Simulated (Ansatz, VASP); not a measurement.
One calculation of MgS, two programs

```
Mg S
1.0
     0.00000    2.59464    2.59464
     2.59464    0.00000    2.59464
     2.59464    2.59464    0.00000
Mg S
1 1
Direct
  0.00000 0.00000 0.00000
  0.50000 0.50000 0.50000
```

Alike in both runs: task single point; functional PBE; k mesh 8 × 8 × 8; occupations gaussian, width 0.02 eV; non-collinear spin, spin-orbit coupling.

|  | VASP | Ansatz |
| --- | --- | --- |
| version | VASP 6.6.1 | Ansatz 0.2.0 |
| potentials or method | VASP PAW PBE potentials, release 64 (Mg, S), cutoff 600 eV | plane waves, PAW |
| valence electrons in the cell | 8 | 16 |

```tsv
	VASP	Ansatz	Ansatz less VASP
pressure (GPa)	1.5	1.8	+0.28
net moment per atom (μB)	0.00	0.00	0.000
```

VASP's potentials hold 8 valence electrons a cell and Ansatz's 16, so a difference there can come from the potentials and not from the codes.
